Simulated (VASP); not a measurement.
# V (Im-3m) in VASP: density of states with PBEsol

Aim: the density of states of V with PBEsol.

All numbers are computed with VASP 6.6.1; they aren't measurements. Logs are shortened: lines on timing, memory, paths and dates and some standing lists are left out, and cuts for length are marked.

## 1. The cell of the first run

The structure is cubic, space group Im-3m (No. 229). The conventional cell has a = 2.959 Å, b = 2.959 Å, c = 2.959 Å, α = 90.00°, β = 90.00°, γ = 90.00°. V (site symmetry m-3m) has 14 V at 2.56 to 2.96 Å within 3.4 Å.

## 2. Density of states, PBEsol

POSCAR

```
V
1.0
   -1.4794246028      1.4794246028      1.4794246028
    1.4794246028     -1.4794246028      1.4794246028
    1.4794246028      1.4794246028     -1.4794246028
V
1
Direct
    0.0000000000      0.0000000000      0.0000000000
```

INCAR.step1

```
SYSTEM = V
  PREC = Accurate
  ENCUT = 520
  EDIFF = 1E-6
  ISMEAR = 0
  SIGMA = 0.1
  LREAL = .False.
  LASPH = .True.
  NELM = 60
  ALGO = Normal
  ISIF = 2
  LWAVE = .False.
  LCHARG = .True.
  LMAXMIX = 4
  GGA = PS
  NBANDS = 12
```

KPOINTS.step1

```
regular mesh
0
Gamma
  20 20 20
  0 0 0
```

INCAR.step2

```
SYSTEM = V
  PREC = Accurate
  ENCUT = 520
  EDIFF = 1E-6
  ISMEAR = -5
  SIGMA = 0.1
  LREAL = .False.
  LASPH = .True.
  NELM = 60
  ALGO = Normal
  ISIF = 2
  LWAVE = .False.
  LCHARG = .False.
  LMAXMIX = 4
  GGA = PS
  LORBIT = 10
  NBANDS = 12
  NEDOS = 2001
  ICHARG = 11
```

KPOINTS.step2

```
regular mesh
0
Gamma
  30 30 30
  0 0 0
```

Potentials or basis: VASP PAW PBE potentials, release 64 (V_sv).

Started as:

```sh
cat potpaw_PBE.64/V_sv/POTCAR > POTCAR
cp INCAR.step1 INCAR
cp KPOINTS.step1 KPOINTS
mpirun -np 1 vasp_std > vasp.out
cp INCAR.step2 INCAR
cp KPOINTS.step2 KPOINTS
mpirun -np 1 vasp_std > vasp.out
```

OUTCAR:

```text
SYSTEM = V
   PREC = Accurate
   ENCUT = 520
   EDIFF = 1E-6
   ISMEAR = -5
   LREAL = .False.
   LASPH = .True.
   NELM = 60
   ISIF = 2
   GGA = PS
   LORBIT = 10
   ICHARG = 11

 ion  position               nearest neighbor table
   1  0.000  0.000  0.000-

  LATTYP: Found a body centered cubic cell.
 ALAT       =     2.9588492056

  Lattice vectors:

 A1 = (  -1.4794246028,   1.4794246028,   1.4794246028)
 A2 = (   1.4794246028,  -1.4794246028,   1.4794246028)
 A3 = (   1.4794246028,   1.4794246028,  -1.4794246028)

Analysis of symmetry for initial positions (statically):
=====================================================================
 Subroutine PRICEL returns:
 Original cell was already a primitive cell.

 Routine SETGRP: Setting up the symmetry group for a
 body centered cubic supercell.

 Subroutine GETGRP returns: Found 48 space group operations
 (whereof 48 operations were pure point group operations)
 out of a pool of 48 trial point group operations.

The static configuration has the point symmetry O_h .

Analysis of symmetry for dynamics (positions and initial velocities):
=====================================================================
 Subroutine PRICEL returns:
 Original cell was already a primitive cell.

 Routine SETGRP: Setting up the symmetry group for a
 body centered cubic supercell.

 Subroutine GETGRP returns: Found 48 space group operations
 (whereof 48 operations were pure point group operations)
 out of a pool of 48 trial point group operations.

The dynamic configuration has the point symmetry O_h .

 Subroutine INISYM returns: Found 48 space group operations
 (whereof 48 operations are pure point group operations),
 and found     1 'primitive' translations

----------------------------------------------------------------------------------------

                                     Primitive cell

  volume of cell :      12.9520

  direct lattice vectors                    reciprocal lattice vectors
    -1.479424603  1.479424603  1.479424603     0.000000000  0.337969234  0.337969234
     1.479424603 -1.479424603  1.479424603     0.337969234  0.000000000  0.337969234
     1.479424603  1.479424603 -1.479424603     0.337969234  0.337969234  0.000000000

  length of vectors
     2.562438578  2.562438578  2.562438578     0.477960675  0.477960675  0.477960675

  position of ions in fractional coordinates (direct lattice)
     0.000000000  0.000000000  0.000000000

[... 81 lines left out ...]
   IBRION =     -1    ionic relax: 0-MD 1-quasi-New 2-CG
   NFREE  =      0    steps in history (QN), initial steepest desc. (CG)
   ISIF   =      2    stress and relaxation
   ISYM   =      2    0-nonsym 1-usesym 2-fastsym
   POTIM  = 0.5000    time-step for ionic-motion
   TEBEG  =    0.0;   TEEND  =   0.0 temperature during run
   PSTRESS=    0.0 pullay stress
   NELECT =      13.0000    total number of electrons
   NUPDOWN=      -1.0000    fix difference up-down
   EMIN   =  10.00;   EMAX   =-10.00  energy-range for DOS
   EFERMI =   0.00;   METHOD = LEGACY
   ISMEAR =    -5;   SIGMA  =   0.10  broadening in eV -4-tet -1-fermi 0-gaus
   EFERMI_NEDOS =   21; number of points for ismear=-14 and -15
   IALGO  =     38    algorithm
   IMIX   =      4    mixing-type and parameters
     AMIX     =   0.40;   BMIX     =  1.00
     AMIX_MAG =   1.60;   BMIX_MAG =  1.00
  volume/ion in A,a.u.               =      12.95        87.40
  Fermi-wavevector in a.u.,A,eV,Ry     =   1.639116  3.097481 36.554805  2.686702
  Thomas-Fermi vector in A             =   2.729976
   LORBIT       =     10    0 simple, 1 ext, 2 COOP (PROOUT), +10 PAW based schemes
   GGA     = PS    functional components
   LHFCALC =     F    Hartree Fock is set to
   AEXX    =    0.0000 exact exchange contribution
   IVDW    =     0    specifies the selected vdW correction
   LEPSILON=     F    determine dielectric tensor
   LRPA    =     F    only Hartree local field effects (RPA)
 non-spin polarized calculation
 Fermi weights with tetrahedron method with Bloechl corrections
  energy-cutoff  :      520.00
  volume of cell :       12.95
 maximum number of plane-waves:       370

 number of electron      13.0000002 magnetization

 Free energy of the ion-electron system (eV)
  ---------------------------------------------------
  ext. energy  EPLUGINS =         0.00000000
  ---------------------------------------------------
  free energy    TOTEN  =        -9.63448837 eV

  energy without entropy =       -9.63448837  energy(sigma->0) =       -9.63448837

 E-fermi :  10.0484     XC(G=0): -13.2752

 val. band max:       10.0755962986   @ k =  -0.2333   0.2333   0.1667
 cond. band min:      10.0394457235   @ k =  -0.1333   0.2333   0.0333
 fundamental gap:     -0.0361505751
 Fermi energy:        10.0484209221

 k-point     1 :       0.0000    0.0000    0.0000
  band No.  band energies     occupation
      1     -53.3784      2.00000
      2     -26.7110      2.00000
      3     -26.7110      2.00000
      4     -26.7110      2.00000
      5       3.3765      2.00000
      6      10.4734      0.00000
      7      10.4734      0.00000
      8      10.4734      0.00000
      9      12.5792      0.00000
     10      12.5792      0.00000
     11      30.8504      0.00000
     12      30.8504      0.00000
[... 331 lines left out ...]
 k-point    24 :       0.2667    0.0333    0.0000
  band No.  band energies     occupation
      1     -53.2363      2.00000
      2     -27.3467      2.00000
      3     -26.9061      2.00000
      4     -26.7207      2.00000
      5       6.0252      2.00000
      6       9.4342      2.00000
      7       9.9765      2.03021
      8      12.2756      0.00000
      9      12.6398      0.00000
     10      12.7666      0.00000
     11      25.6425      0.00000
     12      28.3609      0.00000

 [... further k-points ...]
[... 5 lines left out ...]
  --------------------------------------------------------------------------------------
  -------------------------------------------------------------------------------------
  Total        0.0220585      0.0220585      0.0220585      0.0000000      0.0000000      0.0000000
  in kB        2.7286456      2.7286456      2.7286456      0.0000000      0.0000000      0.0000000
  external PRESSURE =       2.7286456 kB  Pullay stress =       0.0000000 kB

 VOLUME and BASIS-vectors are now :
 -----------------------------------------------------------------------------
  energy-cutoff  :      520.00
  volume of cell :       12.95
      direct lattice vectors                 reciprocal lattice vectors
    -1.479424603  1.479424603  1.479424603     0.000000000  0.337969234  0.337969234
     1.479424603 -1.479424603  1.479424603     0.337969234  0.000000000  0.337969234
     1.479424603  1.479424603 -1.479424603     0.337969234  0.337969234  0.000000000

 POSITION                                       TOTAL-FORCE (eV/Angst)
 -----------------------------------------------------------------------------------
      0.00000      0.00000      0.00000         0.000000      0.000000     -0.000000
 -----------------------------------------------------------------------------------
    total drift:                                0.000000     -0.000000      0.000000

  FREE ENERGIE OF THE ION-ELECTRON SYSTEM (eV)
  ---------------------------------------------------
  free  energy   TOTEN  =        -9.6344883716 eV

  energy  without entropy=       -9.6344883716  energy(sigma->0) =       -9.63448837

 total charge

# of ion       s       p       d       tot
------------------------------------------
    1        2.355   6.237   3.136  11.728
```

OSZICAR.step1:

```text
N       E                     dE             d eps       ncg     rms          rms(c)
DAV:   1     0.913179174441E+02    0.91318E+02   -0.71166E+03  6160   0.120E+03
DAV:   2    -0.980482861209E+01   -0.10112E+03   -0.97936E+02  6292   0.334E+02
DAV:   3    -0.111328304809E+02   -0.13280E+01   -0.13240E+01  6756   0.446E+01
DAV:   4    -0.111393737603E+02   -0.65433E-02   -0.65432E-02  6660   0.332E+00
DAV:   5    -0.111394505903E+02   -0.76830E-04   -0.76829E-04  6732   0.338E-01    0.204E+01
DAV:   6    -0.967148212491E+01    0.14680E+01   -0.32449E+00  6408   0.302E+01    0.203E+00
DAV:   7    -0.964887677074E+01    0.22605E-01   -0.29758E-02  6504   0.207E+00    0.110E+00
DAV:   8    -0.963909508412E+01    0.97817E-02   -0.48719E-03  6512   0.106E+00    0.676E-02
DAV:   9    -0.963913933648E+01   -0.44252E-04   -0.13957E-04  6352   0.175E-01    0.463E-02
DAV:  10    -0.963914617972E+01   -0.68432E-05   -0.57595E-06  6652   0.352E-02    0.386E-03
DAV:  11    -0.963914632641E+01   -0.14669E-06   -0.65455E-07  3388   0.138E-02
   1 F= -.96391463E+01 E0= -.96349304E+01  d E =-.843190E-02
```

Wall time 46 s (1 thread of Intel Xeon 6975P-C (Granite Rapids), shared host); peak memory 0.28 GiB.

What came out:

```
Valence electrons inside the program's atomic spheres : V 11.73
```

Caveat: the PAW data sets were made with another functional, which shifts forces and pressure a little; tetrahedron occupations give inexact forces and stress in metals.
